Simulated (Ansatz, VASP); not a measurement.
## CuNi2: VASP beside Ansatz

The input INCAR:

```
SYSTEM = CuNi2
  PREC = Accurate
  ENCUT = 520
  EDIFF = 1E-6
  ISMEAR = 0
  SIGMA = 0.1
  LREAL = .FALSE.
  LASPH = .TRUE.
  NELM = 150
  ALGO = Fast
  ISIF = 2
  LWAVE = .FALSE.
  LCHARG = .FALSE.
  ISPIN = 2
  MAGMOM = 0 0 -0.51 -0.51 -0.51 -0.51
  LORBIT = 11
  LMAXMIX = 4
  GGA = PE
  NBANDS = 44
```

File KPOINTS:

```
Automatic mesh
0
G
  6 6 2
  0 0 0
```

Contents of POSCAR:

```
CuNi2
1.0
    2.4995946000      0.0000000000      0.0000000000
   -1.2497973000      2.1647124000      0.0000000000
    0.0000000000      0.0000000000     12.4326883000
Cu Ni
2 4
Direct
    0.0000000000      0.0000000000      0.1678940000
    0.0000000000      0.0000000000      0.8321060000
    0.0000000000      0.0000000000      0.5000000000
    0.3333333000      0.6666667000      0.3370100000
    0.3333333000      0.6666667000      0.6629900000
    0.3333333000      0.6666667000      0.0000000000
```

Input for Ansatz:

```yaml
crystal:
  lattice:
    - [2.4995946, 0.0, 0.0]
    - [-1.2497973, 2.1647124, 0.0]
    - [0.0, 0.0, 12.4326883]
  atoms:
    - { symbol: Cu, position: [0.0, 0.0, 0.167894] }
    - { symbol: Cu, position: [0.0, 0.0, 0.832106] }
    - { symbol: Ni, position: [0.0, 0.0, 0.5], spin: -0.51 }
    - { symbol: Ni, position: [0.3333333, 0.6666667, 0.33701], spin: -0.51 }
    - { symbol: Ni, position: [0.3333333, 0.6666667, 0.66299], spin: -0.51 }
    - { symbol: Ni, position: [0.3333333, 0.6666667, 0.0], spin: -0.51 }
basis:
  ecutwfc: 420
kpoints:
  mp_grid: { grid: [6, 6, 2] }
hamiltonian:
  xc: pbe
scf:
  occupations: { method: gaussian, width: 0.1 }
  lower_state_search: "off"
output:
  forces: true
  stress: true
  eigenvalues: true
  populations: true
magnetization:
  spin_polarized: true
```

Alike in both runs: task single point; functional PBE; k mesh 6 × 6 × 2; occupations gaussian, width 0.1 eV; collinear spin.

|  | VASP | Ansatz |
| --- | --- | --- |
| version | VASP 6.6.1 | Ansatz 0.2.0 |
| potentials or method | VASP PAW PBE potentials, release 64 (Cu, Ni), cutoff 520 eV | scalar-relativistic, plane waves, PAW |
| valence electrons in the cell | 62 | 110 |

```csv
,VASP,Ansatz,Ansatz less VASP
gap on the k mesh at the Fermi level (eV),none,none,-
pressure (GPa),0.2,0.0,-0.19
"traceless stress, the component that is largest in VASP (GPa)",0.27,0.30,+0.030
rms of the force components (eV/Å),0.026,0.025,-0.0011
net moment per atom (μB),0.30,0.31,+0.004
size of the moment on the site where the two differ most (μB),0.70,0.74,+0.035
```

Site moments also hang on the region over which each program counts them. Atom by atom the forces differ by 0.002 eV/Å (rms over components). A gap of «none» marks a metal or a gap that the smearing closes. VASP's potentials hold 62 valence electrons a cell and Ansatz's 110, so a difference there can come from the potentials and not from the codes.

The k mesh is coarse, so the values compare programs but aren't converged.
